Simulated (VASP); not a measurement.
# Pd (Fm-3m) in VASP: a series of runs, part 2 of 2

VASP 6.6.1.

## Step 5: Single point, revPBE+D3(BJ)

File INCAR:

```
PREC = Accurate ; ENCUT = 520
EDIFF = 1E-6 ; ISMEAR = -1
SIGMA = 0.05 ; LREAL = F
LASPH = T ; NELM = 80
ALGO = Fast ; ISIF = 2
LWAVE = F ; LCHARG = F
GGA = RE ; IVDW = 12
NBANDS = 11
```

File KPOINTS:

```
Automatic mesh
0
Gamma
  12 12 12
```

File POSCAR:

```
Pd
1.0
    0.0000000000      1.9334358480      1.9334358480
    1.9334358480      0.0000000000      1.9334358480
    1.9334358480      1.9334358480      0.0000000000
Pd
1
Direct
    0.0000000000      0.0000000000      0.0000000000
```

Potentials or basis: VASP PAW PBE potentials, release 64 (Pd).

The run is started by

```sh
$ cat potpaw_PBE.64/Pd/POTCAR > POTCAR
$ mpirun -np 1 vasp_std > vasp.out
```

OUTCAR:

```text
PREC = Accurate
   ENCUT = 520
   EDIFF = 1E-6
   ISMEAR = -1
   LREAL = F
   LASPH = T
   NELM = 80
   ISIF = 2
   GGA = RE
   IVDW = 12
 IVDW          = 12

 ion  position               nearest neighbor table
   1  0.000  0.000  0.000-

  LATTYP: Found a face centered cubic cell.
 ALAT       =     3.8668716960

  Lattice vectors:

 A1 = (   0.0000000000,   1.9334358480,   1.9334358480)
[... 514 lines left out ...]
      9      29.2367      0.00000
     10      30.3599      0.00000
     11      38.3046      0.00000

 [... further k-points ...]

------------------------ aborting loop because EDIFF is reached ----------------------------------------

 Edisp (eV)   -1.30263

 E8    (eV) :    -0.9180

  FORCE on cell =-STRESS in cart. coord.  units (eV):
  Direction    XX          YY          ZZ          XY          YZ          ZX
  --------------------------------------------------------------------------------------
  -------------------------------------------------------------------------------------
  Total      -0.06123    -0.06123    -0.06123     0.00000    -0.00000     0.00000
  in kB      -6.78713    -6.78713    -6.78713     0.00000    -0.00000     0.00000
  external pressure =       -6.79 kB  Pullay stress =        0.00 kB

 VOLUME and BASIS-vectors are now :
 -----------------------------------------------------------------------------
  energy-cutoff  :      520.00
  volume of cell :       14.46
      direct lattice vectors                 reciprocal lattice vectors
     0.000000000  1.933435848  1.933435848    -0.258606977  0.258606977  0.258606977
     1.933435848  0.000000000  1.933435848     0.258606977 -0.258606977  0.258606977
     1.933435848  1.933435848  0.000000000     0.258606977  0.258606977 -0.258606977

 POSITION                                       TOTAL-FORCE (eV/Angst)
 -----------------------------------------------------------------------------------
      0.00000      0.00000      0.00000         0.000000      0.000000      0.000000
 -----------------------------------------------------------------------------------
    total drift:                               -0.000000     -0.000000     -0.000000

  FREE ENERGIE OF THE ION-ELECTRON SYSTEM (eV)
  ---------------------------------------------------
  free  energy   TOTEN  =        -6.0122995811 eV

  energy  without entropy=       -5.9931347445  energy(sigma->0) =       -6.00271716
```

stdout:

```text
POSCAR found type information on POSCAR Pd
 POSCAR found :  1 types and       1 ions
 scaLAPACK will be used
 -----------------------------------------------------------------------------
|                                                                             |
|                                                                             |
|     You enforced a specific xc type in the INCAR file but a different       |
|     I HOPE YOU KNOW WHAT YOU ARE DOING!                                     |
|                                                                             |
 -----------------------------------------------------------------------------

 LDA part: xc-table for (Slater+PW92), standard interpolation
 POSCAR, INCAR and KPOINTS ok, starting setup
 FFT: planning ... GRIDC
 FFT: planning ... GRID_SOFT
 FFT: planning ... GRID
 WAVECAR not read
 entering main loop
```

Run time: 9.6 s. Hardware: 1 thread of AMD EPYC 7R43 (Zen 3), shared host; peak memory 0.1 GiB.

What came out:

| Item | Value |
| --- | --- |
| Free energy | -6.0123 eV |
| Pressure | -0.7 GPa |
| Band gap on the k mesh | zero (band 5 reaches 10.49 eV, above the bottom of band 6 at 8.85 eV) |
| Dispersion energy per atom | -1.303 eV |

Levels at points of the mesh, in eV from the Fermi level:
| k point | band 3 | band 4 | band 5 | band 6 | band 7 | band 8 |
| --- | --- | --- | --- | --- | --- | --- |
| (0.00, 0.00, 0.00) | -2.90 | -2.90 | -1.25 | -1.25 | 17.23 | 22.15 |
| (0.50, 0.00, 0.00) | -2.96 | -0.01 | -0.01 | 1.03 | 7.54 | 16.60 |
| (0.50, 0.50, 0.00) | -0.04 | 0.32 | 0.32 | 3.41 | 11.04 | 13.39 |

Caveat: the PAW data sets were made with another functional, which shifts forces and pressure a little; pairwise dispersion overbinds metals, which lowers pressure and volume.

## Step 6: Single point, revPBE+D3(BJ)

This run uses another cell than the first one, of 14.75 Å³/atom, 1.020 times its volume.

File INCAR:

```
SYSTEM = Pd
PREC     = Accurate       ! precision mode
ENCUT    = 520            ! plane-wave cutoff, eV
EDIFF    = 1E-6           ! SCF threshold, eV
ISMEAR   = -1             ! smearing method
SIGMA    = 0.05           ! smearing width, eV
LREAL    = .FALSE.        ! projectors in reciprocal space
LASPH    = .TRUE.         ! aspherical terms in the spheres
NELM     = 80             ! most SCF steps
ALGO     = Normal         ! electronic algorithm
ISIF     = 2              ! what is computed and relaxed
LWAVE    = .FALSE.        ! write WAVECAR
LCHARG   = .FALSE.        ! write CHGCAR
GGA      = RE             ! functional
IVDW     = 12             ! dispersion correction
NBANDS   = 11             ! bands
```

File KPOINTS:

```
regular mesh
0
G
  12 12 12
  0 0 0
```

File POSCAR:

```
Pd
1.0
    0.0000000000      1.9465000000      1.9465000000
    1.9465000000      0.0000000000      1.9465000000
    1.9465000000      1.9465000000      0.0000000000
Pd
1
Direct
    0.0000000000      0.0000000000      0.0000000000
```

Potentials or basis: VASP PAW PBE potentials, release 64 (Pd).

The run is started by

```sh
$ cat potpaw_PBE.64/Pd/POTCAR > POTCAR
$ mpirun -np 1 vasp_std > vasp.out
```

It took 7.2 s on 1 thread of AMD EPYC 7R43 (Zen 3), shared host; peak memory 0.1 GiB.

Results (log left out):

| Item | Value |
| --- | --- |
| Free energy | -6.0076 eV |
| Pressure | -4.5 GPa |
| Band gap on the k mesh | zero (band 5 reaches 10.13 eV, above the bottom of band 6 at 8.55 eV) |
| Dispersion energy per atom | -1.275 eV |

Levels at points of the mesh, in eV from the Fermi level:
```
           k point  band 2  band 3  band 4  band 5  band 6  band 7  band 8  band 9
(0.00, 0.00, 0.00)   -2.81   -2.81   -2.81   -1.21   -1.21   17.22   22.02   22.02
(0.50, 0.00, 0.00)   -2.86   -2.86   -0.01   -0.01    1.07    7.38   16.58   21.18
(0.50, 0.50, 0.00)   -5.07   -0.04    0.31    0.31    3.41   10.83   13.28   13.28
```

Caveat: the PAW data sets were made with another functional, which shifts forces and pressure a little; pairwise dispersion overbinds metals, which lowers pressure and volume.

## Step 7: The runs side by side

| level | cell | gap on the mesh (eV) | pressure (GPa) |
| --- | --- | --- | --- |
| RPBE | a = 2.734 Å, angles 60.0°, 1 atom | none | 15.8 |
| RPBE | a = 2.753 Å, angles 60.0°, 1 atom | none | 11.4 |
| revPBE+D3(BJ) | a = 2.716 Å, angles 60.0°, 1 atom | none | 3.6 |
| revPBE+D3(BJ) | a = 2.734 Å, angles 60.0°, 1 atom | none | -0.7 |
| revPBE+D3(BJ) | a = 2.753 Å, angles 60.0°, 1 atom | none | -4.5 |

Alike in all rows: task single point; potentials or basis VASP PAW PBE potentials, release 64 (Pd); no spin polarisation; k mesh 12 × 12 × 12; cutoff (eV) 520; smearing fermi-dirac 0.05 eV.

Caveats: the PAW data sets were made with another functional, which shifts forces and pressure a little; pairwise dispersion overbinds metals, which lowers pressure and volume (some runs).

Absolute energies hang on the potentials; compare differences alone.
